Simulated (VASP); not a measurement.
## Ta2N: single point with PBE

Ta2N:

```
Ta N
1.0
     5.38698    0.00000    0.00000
    -2.69349    4.66526    0.00000
     0.00000    0.00000    4.82242
Ta N
6 3
Direct
  0.63179 0.63179 0.75285
  0.00000 0.36821 0.75285
  0.36821 0.00000 0.75285
  0.36821 0.36821 0.24715
  0.00000 0.63179 0.24715
  0.63179 0.00000 0.24715
  0.66667 0.33333 0.50000
  0.33333 0.66667 0.50000
  0.00000 0.00000 0.00000
```

This cell differs from its parent crystal: atoms shifted along a free coordinate, c/a of the conventional cell at fixed volume 0.8952.

```yaml
Program: VASP 6.6.1
Task: single point
Functional: PBE
Potentials_or_basis: VASP PAW PBE potentials, release 64 (Ta_pv, N)
Cutoff: 520 eV
k_mesh: 9 × 9 × 8
Occupations: gaussian, width 0.15 eV
Spin: no spin polarisation
```

```json
{"Pressure": "9.7 GPa", "Largest force": "4.451 eV/Å", "Band gap on the k mesh": "zero (an odd number of electrons rules out a gap without spin polarisation)"}
```

Forces in eV/Å, atoms in the order of the input:
```
Ta   2.074  3.593  1.614
Ta   2.074 -3.593  1.614
Ta  -4.149  0.000  1.614
Ta  -2.074 -3.593 -1.614
Ta  -2.074  3.593 -1.614
Ta   4.149  0.000 -1.614
N    0.000  0.000  0.000
N    0.000  0.000  0.000
N    0.000  0.000  0.000
```

Stress tensor (GPa, compression positive):
```
 6.03  0.00  0.00
 0.00  6.03  0.00
 0.00  0.00 17.05
```

Levels at points of the mesh, in eV from the Fermi level:
```csv
k point,band 39,band 40,band 41,band 42,band 43,band 44
"(0.00, 0.00, 0.00)",-0.66,-0.59,-0.43,-0.43,0.20,0.71
"(0.00, 0.00, 0.50)",-0.97,-0.97,-0.09,0.24,0.24,0.94
```

Run time: 3.4 min on 1 thread of Intel(R) Xeon(R) 6975P-C (Granite Rapids), with other jobs on the host, peak memory 0.47 GiB.

Caveat: the stress differs along the axes, from 6 to 17 GPa; spin-orbit coupling is left out, which moves the levels of the heavy elements; forces of over 1 eV/Å act on the atoms, so gaps and moduli don't describe the material at rest.
